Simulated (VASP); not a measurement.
# Pt (Fm-3m) in VASP: single point with PBE

Aim: the single point of Pt with PBE.

All numbers are computed with VASP 6.6.1; they aren't measurements. Logs are shortened: lines on timing, memory, paths and dates and some standing lists are left out, and cuts for length are marked.

## 1. The cell of the first run

Symmetry: Fm-3m, No. 225, cubic system. Conventional cell: a = 3.971 Å, b = 3.971 Å, c = 3.971 Å, α = 90.00°, β = 90.00°, γ = 90.00°. Within 3.7 Å of Pt (site symmetry m-3m) lie 12 Pt at 2.81 Å.

## 2. Single point, PBE

The input, INCAR:

```
SYSTEM = Pt
ALGO     = Normal         ! electronic algorithm
EDIFF    = 1E-6           ! SCF threshold, eV
ENCUT    = 520            ! plane-wave cutoff, eV
GGA      = PE             ! functional
ISIF     = 2              ! what is computed and relaxed
ISMEAR   = -1             ! smearing method
LASPH    = .TRUE.         ! aspherical terms in the spheres
LCHARG   = .FALSE.        ! write CHGCAR
LREAL    = .FALSE.        ! projectors in reciprocal space
LWAVE    = .FALSE.        ! write WAVECAR
NBANDS   = 17             ! bands
NELM     = 80             ! most SCF steps
PREC     = Accurate       ! precision mode
SIGMA    = 0.08           ! smearing width, eV
```

The input, KPOINTS:

```
k-points
0
G
  12 12 8
  0 0 0
```

The input, POSCAR:

```
Pt
1.0
    1.9855579641      1.9855579641      0.0000000000
   -1.9855579641      1.9855579641      0.0000000000
    0.0000000000      0.0000000000      3.9711159283
Pt
2
Direct
    0.0000000000      0.0000000000      0.0000000000
    0.5000000000      0.5000000000      0.5000000000
```

Potentials or basis: VASP PAW PBE potentials, release 64 (Pt).

Command:

```bash
$ cat potpaw_PBE.64/Pt/POTCAR > POTCAR
$ mpirun -np 1 vasp_std > vasp.out
```

OUTCAR:

```text
SYSTEM = Pt
   EDIFF = 1E-6
   ENCUT = 520
   GGA = PE
   ISIF = 2
   ISMEAR = -1
   LASPH = .TRUE.
   LREAL = .FALSE.
   NELM = 80
   PREC = Accurate

 ion  position               nearest neighbor table
   1  0.000  0.000  0.000-   2 2.81   2 2.81   2 2.81   2 2.81   2 2.81   2 2.81   2 2.81   2 2.81

   2  0.500  0.500  0.500-   1 2.81   1 2.81   1 2.81   1 2.81   1 2.81   1 2.81   1 2.81   1 2.81

  LATTYP: Found a simple tetragonal cell.
 ALAT       =     2.8080030017
 C/A-ratio  =     1.4142135624

  Lattice vectors:

 A1 = (   1.9855579641,   1.9855579641,   0.0000000000)
 A2 = (  -1.9855579641,   1.9855579641,   0.0000000000)
 A3 = (   0.0000000000,   0.0000000000,   3.9711159283)

Analysis of symmetry for initial positions (statically):
=====================================================================
 Subroutine PRICEL returns following result:

  LATTYP: Found a face centered cubic cell.
 ALAT       =     3.9711159283

  Lattice vectors:

 A1 = (   0.0000000000,  -1.9855579641,  -1.9855579642)
 A2 = (   1.9855579641,   0.0000000000,  -1.9855579642)
 A3 = (   1.9855579641,  -1.9855579641,  -0.0000000000)

   2 primitive cells build up your supercell.

 Routine SETGRP: Setting up the symmetry group for a
 simple tetragonal supercell.

 Subroutine GETGRP returns: Found 16 space group operations
 (whereof 16 operations were pure point group operations)
 out of a pool of 16 trial point group operations.

The static configuration has the point symmetry D_4h.

Analysis of symmetry for dynamics (positions and initial velocities):
=====================================================================
 Subroutine PRICEL returns following result:

  LATTYP: Found a face centered cubic cell.
 ALAT       =     3.9711159283

  Lattice vectors:

 A1 = (   0.0000000000,  -1.9855579641,  -1.9855579642)
 A2 = (   1.9855579641,   0.0000000000,  -1.9855579642)
 A3 = (   1.9855579641,  -1.9855579641,  -0.0000000000)

   2 primitive cells build up your supercell.

 Routine SETGRP: Setting up the symmetry group for a
 simple tetragonal supercell.

 Subroutine GETGRP returns: Found 16 space group operations
 (whereof 16 operations were pure point group operations)
 out of a pool of 16 trial point group operations.

The dynamic configuration has the point symmetry D_4h.

 Subroutine INISYM returns: Found 16 space group operations
[... 90 lines left out ...]
   LNONCOLLINEAR =      F non collinear calculations
   LSORBIT =      F    spin-orbit coupling
   LASPH  =      T    aspherical Exc in radial PAW
   ENCUT  =  520.0 eV  38.22 Ry    6.18 a.u.   5.22  5.22  7.38*2*pi/ulx,y,z
   NELM   =     80;   NELMIN=  2; NELMDL= -5     # of ELM steps
   EDIFF  = 0.1E-05   stopping-criterion for ELM
   LREAL  =      F    real-space projection
   EDIFFG = 0.1E-04   stopping-criterion for IOM
   NSW    =      0    number of steps for IOM
   IBRION =     -1    ionic relax: 0-MD 1-quasi-New 2-CG
   NFREE  =      0    steps in history (QN), initial steepest desc. (CG)
   ISIF   =      2    stress and relaxation
   ISYM   =      2    0-nonsym 1-usesym 2-fastsym
   POTIM  = 0.5000    time-step for ionic-motion
   TEBEG  =    0.0;   TEEND  =   0.0 temperature during run
   PSTRESS=    0.0 pullay stress
   NELECT =      20.0000    total number of electrons
   NUPDOWN=      -1.0000    fix difference up-down
   EMIN   =  10.00;   EMAX   =-10.00  energy-range for DOS
   EFERMI =   0.00;   METHOD = LEGACY
   ISMEAR =    -1;   SIGMA  =   0.08  broadening in eV -4-tet -1-fermi 0-gaus
   EFERMI_NEDOS =   21; number of points for ismear=-14 and -15
   IALGO  =     38    algorithm
   IMIX   =      4    mixing-type and parameters
     AMIX     =   0.40;   BMIX     =  1.00
     AMIX_MAG =   1.60;   BMIX_MAG =  1.00
  volume/ion in A,a.u.               =      15.66       105.65
  Fermi-wavevector in a.u.,A,eV,Ry     =   1.409880  2.664288 27.045153  1.987763
  Thomas-Fermi vector in A             =   2.531891
   LORBIT       =      0    0 simple, 1 ext, 2 COOP (PROOUT), +10 PAW based schemes
   GGA     = PE    functional components
   LHFCALC =     F    Hartree Fock is set to
   AEXX    =    0.0000 exact exchange contribution
   IVDW    =     0    specifies the selected vdW correction
   LEPSILON=     F    determine dielectric tensor
   LRPA    =     F    only Hartree local field effects (RPA)
 non-spin polarized calculation
  energy-cutoff  :      520.00
  volume of cell :       31.31
 maximum number of plane-waves:       888
 NGX is ok and might be reduce to    24
   NGX = 11   NGY = 11   NGZ = 15

 number of electron      20.0000002 magnetization

 Free energy of the ion-electron system (eV)
  ---------------------------------------------------
  ext. energy  EPLUGINS =         0.00000000
  ---------------------------------------------------
  free energy    TOTEN  =       -12.23834512 eV

  energy without entropy =      -12.16267891  energy(sigma->0) =      -12.20051202

 E-fermi :  10.5735     XC(G=0): -13.2659

 val. band max:       10.5729128117   @ k =   0.4167   0.2500   0.0000
 cond. band min:      10.5750673474   @ k =   0.4167   0.4167   0.2500
 fundamental gap:      0.0021545357
 Fermi energy:        10.5735400156

 k-point     1 :       0.0000    0.0000    0.0000
  band No.  band energies     occupation
      1       0.7579      2.00000
      2       3.8882      2.00000
      3       4.3240      2.00000
      4       6.9972      2.00000
      5       6.9991      2.00000
      6       6.9991      2.00000
[... 457 lines left out ...]
      4       4.8516      2.00000
      5       8.3981      2.00000
      6       8.9966      2.00000
[... 9 lines left out ...]
     16      22.4981      0.00000
     17      23.4935      0.00000

 [... further k-points ...]

------------------------ aborting loop because EDIFF is reached ----------------------------------------

  FORCE on cell =-STRESS in cart. coord.  units (eV):
  Direction    XX          YY          ZZ          XY          YZ          ZX
  --------------------------------------------------------------------------------------
  -------------------------------------------------------------------------------------
  Total       -0.1018924     -0.1018924     -0.0385014      0.0000000     -0.0000000      0.0000000
  in kB       -5.2136826     -5.2136826     -1.9700598      0.0000000     -0.0000000      0.0000000
  external PRESSURE =      -4.1324750 kB  Pullay stress =       0.0000000 kB

 VOLUME and BASIS-vectors are now :
 -----------------------------------------------------------------------------
  energy-cutoff  :      520.00
  volume of cell :       31.31
      direct lattice vectors                 reciprocal lattice vectors
     1.985557964  1.985557964  0.000000000     0.251818385  0.251818385  0.000000000
    -1.985557964  1.985557964  0.000000000    -0.251818385  0.251818385  0.000000000
     0.000000000  0.000000000  3.971115928     0.000000000  0.000000000  0.251818385

 POSITION                                       TOTAL-FORCE (eV/Angst)
 -----------------------------------------------------------------------------------
      0.00000      0.00000      0.00000        -0.000000      0.000000      0.000000
      0.00000      1.98556      1.98556         0.000000     -0.000000     -0.000000
 -----------------------------------------------------------------------------------
    total drift:                               -0.000000      0.000000     -0.000000

  FREE ENERGIE OF THE ION-ELECTRON SYSTEM (eV)
  ---------------------------------------------------
  free  energy   TOTEN  =       -12.2383451247 eV

  energy  without entropy=      -12.1626789132  energy(sigma->0) =      -12.20051202
```

OSZICAR:

```text
N       E                     dE             d eps       ncg     rms          rms(c)
DAV:   1     0.101719687616E+03    0.10172E+03   -0.10270E+04  4840   0.112E+03
DAV:   2    -0.111341597725E+02   -0.11285E+03   -0.10706E+03  5214   0.243E+02
DAV:   3    -0.129854397603E+02   -0.18513E+01   -0.18249E+01  5816   0.310E+01
DAV:   4    -0.129952372836E+02   -0.97975E-02   -0.97963E-02  5640   0.239E+00
DAV:   5    -0.129953377908E+02   -0.10051E-03   -0.10050E-03  5907   0.248E-01    0.164E+01
DAV:   6    -0.123118837003E+02    0.68345E+00   -0.10893E+00  5069   0.924E+00    0.868E+00
DAV:   7    -0.122449698780E+02    0.66914E-01   -0.18701E-01  5743   0.380E+00    0.310E+00
DAV:   8    -0.122387091491E+02    0.62607E-02   -0.17536E-02  5291   0.105E+00    0.767E-01
DAV:   9    -0.122383362189E+02    0.37293E-03   -0.29623E-04  5551   0.143E-01    0.494E-02
DAV:  10    -0.122383451865E+02   -0.89676E-05   -0.69603E-06  5818   0.205E-02    0.967E-03
DAV:  11    -0.122383451247E+02    0.61814E-07   -0.13751E-07  2907   0.300E-03
   1 F= -.12238345E+02 E0= -.12200512E+02  d E =-.756662E-01
```

stdout:

```text
POSCAR found type information on POSCAR Pt
 POSCAR found :  1 types and       2 ions
 scaLAPACK will be used
 LDA part: xc-table for (Slater+PW92), standard interpolation
 POSCAR, INCAR and KPOINTS ok, starting setup
 FFT: planning ... GRIDC
 FFT: planning ... GRID_SOFT
 FFT: planning ... GRID
 WAVECAR not read
 entering main loop
```

It took 17 s on 1 thread of Intel Xeon 6975P-C (Granite Rapids), shared host; peak memory 0.19 GiB.

Results:

```yaml
Free_energy: -12.2383 eV
Pressure: -0.4 GPa
Band_gap_on_the_k_mesh: zero (band 10 reaches 11.02 eV, above the bottom of band 11 at 9.46 eV)
```

Caveat: spin-orbit coupling is left out, which moves the levels of the heavy elements.
